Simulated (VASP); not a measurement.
# SnO (Cmce) in VASP: single point with PBE+D3(BJ)

Aim: the single point of SnO with PBE+D3(BJ).

Program: VASP 6.6.1. These are calculated values, not measurements. Logs are shortened: lines on timing, memory, paths and dates and some standing lists are left out, and cuts for length are marked.

### Step 1. The cell of the first run

The typed cell holds 8 atoms: a = 3.836 Å, b = 3.836 Å, c = 9.518 Å, α = 90.00°, β = 90.00°, γ = 90.00°.

### Step 2. Single point, PBE+D3(BJ)

File INCAR:

```
SYSTEM = SnO
  ALGO = Normal
  EDIFF = 1E-7
  ENCUT = 520
  GGA = PE
  ISIF = 2
  ISMEAR = 0
  IVDW = 12
  LASPH = .True.
  LCHARG = .False.
  LREAL = .False.
  LWAVE = .False.
  NBANDS = 50
  NELM = 60
  PREC = Accurate
  SIGMA = 0.1
```

File KPOINTS:

```
k-points
0
Gamma
  10 10 4
  0 0 0
```

File POSCAR:

```
SnO
1.0
    2.7125066218     -2.7124990830      0.0000000000
    2.7125066218      2.7124990830      0.0000000000
    0.0000000000      0.0000000000      9.5178524534
Sn O
4 4
Direct
   -0.0001094597      0.0001094597      0.0002320656
    0.0001094597     -0.0001094597      0.5002320656
    0.5001267538      0.4998732462      0.2567722120
    0.4998732462      0.5001267538      0.7567722120
    1.0001760346      0.4998149297      0.3784978612
   -0.0001760346      0.5001850703      0.8784978612
    0.5001850703     -0.0001760346      0.3784978612
    0.4998149297      1.0001760346      0.8784978612
```

Potentials or basis: VASP PAW PBE potentials, release 64 (Sn_d, O).

Run with:

```sh
$ cat potpaw_PBE.64/Sn_d/POTCAR potpaw_PBE.64/O/POTCAR > POTCAR
$ mpirun -np 1 vasp_std > vasp.out
```

OUTCAR:

```text
SYSTEM = SnO
   EDIFF = 1E-7
   ENCUT = 520
   GGA = PE
   ISIF = 2
   ISMEAR = 0
   IVDW = 12
   LASPH = .True.
   LREAL = .False.
   NELM = 60
   PREC = Accurate
 IVDW          = 12

 ion  position               nearest neighbor table
   1  1.000  0.000  0.000-   6 2.24   8 2.24   6 2.24   8 2.24   4 3.57   4 3.57   4 3.57   4 3.57
                             3 3.65   3 3.65   3 3.65   3 3.65
   2  0.000  1.000  0.500-   5 2.24   7 2.24   7 2.24   5 2.24   3 3.57   3 3.57   3 3.57   3 3.57
                             4 3.65   4 3.65   4 3.65   4 3.65
   3  0.500  0.500  0.257-   7 2.24   5 2.24   5 2.24   7 2.24   2 3.57   2 3.57   2 3.57   2 3.57
                             1 3.65   1 3.65   1 3.65   1 3.65
   4  0.500  0.500  0.757-   6 2.24   8 2.24   8 2.24   6 2.24   1 3.57   1 3.57   1 3.57   1 3.57
                             2 3.65   2 3.65   2 3.65   2 3.65
   5  0.000  0.500  0.378-   2 2.24   3 2.24   3 2.24   2 2.24
   6  1.000  0.500  0.878-   1 2.24   4 2.24   4 2.24   1 2.24
   7  0.500  1.000  0.378-   2 2.24   3 2.24   3 2.24   2 2.24
   8  0.500  0.000  0.878-   1 2.24   4 2.24   4 2.24   1 2.24

  LATTYP: Found a simple tetragonal cell.
 ALAT       =     3.8360583218
 C/A-ratio  =     2.4811542617

  Lattice vectors:

 A1 = (   2.7125066218,  -2.7124990830,   0.0000000000)
 A2 = (   2.7125066218,   2.7124990830,   0.0000000000)
 A3 = (   0.0000000000,   0.0000000000,   9.5178524534)

Analysis of symmetry for initial positions (statically):
=====================================================================
 Subroutine PRICEL returns:
 Original cell was already a primitive cell.

 Routine SETGRP: Setting up the symmetry group for a
 simple tetragonal supercell.

 Subroutine GETGRP returns: Found  4 space group operations
 (whereof  2 operations were pure point group operations)
 out of a pool of 16 trial point group operations.

The static configuration has the point symmetry C_1h.
 The point group associated with its full space group is C_2v.

Analysis of symmetry for dynamics (positions and initial velocities):
=====================================================================
 Subroutine PRICEL returns:
 Original cell was already a primitive cell.

 Routine SETGRP: Setting up the symmetry group for a
 simple tetragonal supercell.

 Subroutine GETGRP returns: Found  4 space group operations
 (whereof  2 operations were pure point group operations)
 out of a pool of 16 trial point group operations.

The dynamic configuration has the point symmetry C_1h.
 The point group associated with its full space group is C_2v.

 Subroutine INISYM returns: Found  4 space group operations
[... 118 lines left out ...]
   TEBEG  =    0.0;   TEEND  =   0.0 temperature during run
   PSTRESS=    0.0 pullay stress
   NELECT =      80.0000    total number of electrons
   NUPDOWN=      -1.0000    fix difference up-down
   EMIN   =  10.00;   EMAX   =-10.00  energy-range for DOS
   EFERMI =   0.00;   METHOD = LEGACY
   ISMEAR =     0;   SIGMA  =   0.10  broadening in eV -4-tet -1-fermi 0-gaus
   EFERMI_NEDOS =   21; number of points for ismear=-14 and -15
   IALGO  =     38    algorithm
   IMIX   =      4    mixing-type and parameters
     AMIX     =   0.40;   BMIX     =  1.00
     AMIX_MAG =   1.60;   BMIX_MAG =  1.00
  volume/ion in A,a.u.               =      17.51       118.15
  Fermi-wavevector in a.u.,A,eV,Ry     =   1.358319  2.566850 25.103156  1.845030
  Thomas-Fermi vector in A             =   2.485162
   LORBIT       =      0    0 simple, 1 ext, 2 COOP (PROOUT), +10 PAW based schemes
   GGA     = PE    functional components
   LHFCALC =     F    Hartree Fock is set to
   AEXX    =    0.0000 exact exchange contribution
   IVDW    =    12    specifies the selected vdW correction
   LEPSILON=     F    determine dielectric tensor
   LRPA    =     F    only Hartree local field effects (RPA)
 non-spin polarized calculation
 Gauss-broadening in eV      SIGMA  =   0.10
  energy-cutoff  :      520.00
  volume of cell :      140.06
 maximum number of plane-waves:      3804
 NGX is ok and might be reduce to    30
   NGX = 15   NGY = 15   NGZ = 35

 number of electron      80.0000041 magnetization

 Free energy of the ion-electron system (eV)
  ---------------------------------------------------
  ext. energy  EPLUGINS =         0.00000000
  ---------------------------------------------------
  free energy    TOTEN  =       -45.37777524 eV

  energy without entropy =      -45.37663901  energy(sigma->0) =      -45.37720713

 E-fermi :   7.1641     XC(G=0): -10.2802

 val. band max:        7.1011029536   @ k =   0.5000   0.5000   0.0000
 cond. band min:       7.3508938433   @ k =   0.5000   0.5000   0.2500
 fundamental gap:      0.2497908897
 Fermi energy:         7.1640979618

 k-point     1 :       0.0000    0.0000    0.0000
  band No.  band energies     occupation
      1     -14.8274      2.00000
      2     -14.8064      2.00000
      3     -14.4458      2.00000
      4     -14.4342      2.00000
      5     -14.4342      2.00000
      6     -14.4249      2.00000
[... 1261 lines left out ...]
     49      12.6999      0.00000
     50      13.9811      0.00000

 [... further k-points ...]

------------------------ aborting loop because EDIFF is reached ----------------------------------------

 Edisp (eV)   -1.87978

 E8    (eV) :    -0.8157

  FORCE on cell =-STRESS in cart. coord.  units (eV):
  Direction    XX          YY          ZZ          XY          YZ          ZX
  --------------------------------------------------------------------------------------
  -------------------------------------------------------------------------------------
  Total       0.21602     0.21643     0.22539     0.00000     0.00000     0.00000
  in kB       2.47113     2.47582     2.57828     0.00000     0.00000     0.00000
  external pressure =        2.51 kB  Pullay stress =        0.00 kB

 VOLUME and BASIS-vectors are now :
 -----------------------------------------------------------------------------
  energy-cutoff  :      520.00
  volume of cell :      140.06
      direct lattice vectors                 reciprocal lattice vectors
     2.712506622 -2.712499083  0.000000000     0.184331347 -0.184331860  0.000000000
     2.712506622  2.712499083  0.000000000     0.184331347  0.184331860  0.000000000
     0.000000000  0.000000000  9.517852453     0.000000000  0.000000000  0.105065718

 POSITION                                       TOTAL-FORCE (eV/Angst)
 -----------------------------------------------------------------------------------
      2.71251     -2.71191      0.00221        -0.000000      0.000954      0.083858
      2.71251      2.71191      4.76113        -0.000000     -0.000954      0.083858
      2.71251     -0.00069      2.44392        -0.000000     -0.000371     -0.084405
      2.71251      0.00069      7.20285        -0.000000      0.000371     -0.084405
      1.35623      1.35527      3.60249         0.000356      0.001658      0.000274
      4.06878     -1.35527      8.36141        -0.000356     -0.001658      0.000274
      4.06878      1.35527      3.60249        -0.000356      0.001658      0.000274
      1.35623     -1.35527      8.36141         0.000356     -0.001658      0.000274
 -----------------------------------------------------------------------------------
    total drift:                                0.000000      0.000000     -0.000057

  FREE ENERGIE OF THE ION-ELECTRON SYSTEM (eV)
  ---------------------------------------------------
  free  energy   TOTEN  =       -47.2575508771 eV

  energy  without entropy=      -47.2564146388  energy(sigma->0) =      -47.25698276
```

stdout:

```text
POSCAR found type information on POSCAR SnO
 POSCAR found :  2 types and       8 ions
 scaLAPACK will be used
 LDA part: xc-table for (Slater+PW92), standard interpolation
 POSCAR, INCAR and KPOINTS ok, starting setup
 FFT: planning ... GRIDC
 FFT: planning ... GRID_SOFT
 FFT: planning ... GRID
 WAVECAR not read
 entering main loop
```

Wall time 12 min (1 thread of Intel Xeon Platinum 8259CL at 2.50GHz (Skylake/Cascade Lake), shared host); peak memory 0.56 GiB.

What came out:

```yaml
Free_energy: -47.2576 eV
Pressure: 0.3 GPa
Largest_force: 0.084 eV/Å
Band_gap_on_the_k_mesh: zero (filled and empty bands touch)
Dispersion_energy_per_atom: -0.235 eV
```

Forces on the atoms (eV/Å):
```
Sn   0.000  0.001  0.084
Sn   0.000 -0.001  0.084
Sn   0.000  0.000 -0.084
Sn   0.000  0.000 -0.084
O    0.000  0.002  0.000
O    0.000 -0.002  0.000
O    0.000  0.002  0.000
O    0.000 -0.002  0.000
```

Levels at points of the mesh, in eV from the Fermi level:
```
           k point  band 36  band 37  band 38  band 39  band 40  band 41  band 42  band 43  band 44  band 45
(0.00, 0.00, 0.00)    -3.12    -3.12    -3.06    -2.14    -0.07     1.66     2.10     2.76     2.76     3.50
(0.50, 0.00, 0.00)    -4.71    -2.73    -2.73    -1.73    -1.73     2.64     2.64     3.23     3.23     5.22
(0.50, 0.50, 0.00)    -2.47    -2.47    -2.47    -1.92    -1.92    -0.06    -0.06     2.28     2.28     4.17
(0.00, 0.00, 0.50)    -3.12    -3.12    -3.12    -0.61    -0.61     1.63     1.63     3.36     3.36     3.36
(0.50, 0.00, 0.50)    -4.73    -2.19    -2.19    -2.19    -2.19     2.92     2.92     2.92     2.92     5.46
(0.50, 0.50, 0.50)    -2.47    -2.39    -2.39    -2.39    -2.39     0.85     0.85     0.85     0.85     5.11
```

Caveat: semilocal functionals underestimate gaps, and a narrow one can read as zero; spin-orbit coupling is left out, which moves the levels of the heavy elements.

The gap in the log of VASP goes by the Fermi energy; the results here count the filled bands.